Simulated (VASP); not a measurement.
Here is a VASP 6.6.1 calculation.

INCAR

```
  ALGO = Normal
  EDIFF = 1E-7
  EDIFFG = -0.01
  ENCUT = 600
  GGA = PE
  IBRION = 2
  ISIF = 3
  ISMEAR = 0
  LASPH = True
  LCHARG = False
  LREAL = False
  LWAVE = False
  NELM = 100
  NSW = 100
  PREC = Accurate
  SIGMA = 0.1
```

Contents of KPOINTS:

```
k-points
0
Gamma
  6 6 6
```

The input POSCAR:

```
Si
1.0
    0.0000000000      5.9268911368      5.9268911368
    5.9268911368      0.0000000000      5.9268911368
    5.9268911368      5.9268911368      0.0000000000
Si
8
Direct
    0.2888304332      0.5703898556      0.5703898556
    0.6796101444      0.6796101444      0.6796101444
    0.6796101444      0.6796101444      0.9611695668
    0.6796101444      0.9611695668      0.6796101444
    0.5703898556      0.2888304332      0.5703898556
    0.5703898556      0.5703898556      0.5703898556
    0.5703898556      0.5703898556      0.2888304332
    0.9611695668      0.6796101444      0.6796101444
```

Potentials or basis: VASP PAW PBE potentials, release 64 (Si).

Command:

```console
$ cat potpaw_PBE.64/Si/POTCAR > POTCAR
$ mpirun -np 1 vasp_std > vasp.out
```

Problem. Predict the relaxed volume.

Solution. 52.27 Å³/atom.

Problem. What does it give for the relaxed cell?

Solution. a = 8.393 Å, b = 8.393 Å, c = 8.393 Å, α = 60.00°, β = 60.00°, γ = 60.00°.

The path:
```
step  energy change (eV)  largest force (eV/Å)  pressure (GPa)  volume (Å³)
   1              0.0000                0.0487            0.10       416.40
   2             -0.0006                0.0447            0.00       418.40
   3             -0.0008                0.0171            0.03       417.80
   4             -0.0008                0.0161           -0.02       418.47
   5             -0.0008                0.0005            0.00       418.13
```
